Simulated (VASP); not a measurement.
Here is a VASP 6.6.1 calculation.

Contents of INCAR:

```
ALGO = Normal
EDIFF = 1E-6
EDIFFG = -0.04
ENCUT = 600
GGA = PE
IBRION = 2
ISIF = 3
ISMEAR = 0
LASPH = T
LCHARG = F
LREAL = F
LWAVE = F
NELM = 80
NSW = 90
PREC = Accurate
SIGMA = 0.1
```

KPOINTS

```
k-points
0
Gamma
  8 8 4
```

Contents of POSCAR:

```
LiF
1.0
    2.0240877500     -1.5062707300      0.0000000000
    2.0240877500      1.5062707300      0.0000000000
   -1.5071053100      0.0000000000      4.3302152900
Li F
2 2
Direct
    0.4901093500      0.8223851100      0.6464666700
    0.8223851100      0.4901093500      0.1464666700
    0.1776148900      0.5098906500      0.8535333300
    0.5098906500      0.1776148900      0.3535333300
```

Potentials or basis: VASP PAW PBE potentials, release 64 (Li_sv, F).

Launch:

```sh
$ cat potpaw_PBE.64/Li_sv/POTCAR potpaw_PBE.64/F/POTCAR > POTCAR
$ mpirun -np 1 vasp_std > vasp.out
```

Q: What does it give for the band gap on the k mesh?

A: 8.99 eV, direct.

Q: Estimate the relaxed volume.

A: 8.20 Å³/atom.

The path:
```tsv
step	energy change (eV)	largest force (eV/Å)	pressure (GPa)	volume (Å³)
1	0.0000	0.4448	34.12	26.40
2	-0.7204	0.1993	7.05	32.14
3	-0.7918	0.1531	0.87	34.52
4	-0.7959	0.1421	-0.77	35.27
5	-0.8333	0.1574	-0.81	35.24
6	-0.9023	0.1860	-1.30	35.04
7	-0.9065	0.1916	-1.61	34.93
8	-0.9066	0.1902	-1.53	34.96
9	-0.9270	0.1901	-0.09	34.14
10	-0.9435	0.2234	3.64	32.34
11	-0.9535	0.2205	3.41	32.30
12	-0.9793	0.2217	2.92	32.18
13	-1.0056	0.2362	2.49	31.93
14	-1.0250	0.1788	0.68	32.52
15	-1.0357	0.1164	-1.24	33.30
16	-1.0360	0.1068	-1.58	33.44
17	-1.0426	0.0835	-0.62	33.12
18	-1.0445	0.0637	0.10	32.86
19	-1.0445	0.0611	0.16	32.83
20	-1.0461	0.0438	0.13	32.81
21	-1.0470	0.0218	0.11	32.79
```

Caveat: the cutoff is under 1.25 times the usual one of these potentials, so pressure, stress and relaxed cells hold a basis-set (Pulay) error; the volume moved by over 15 % at a fixed basis, so the end points are rough. PBE gaps usually lie below the measured ones, often by a third to a half.
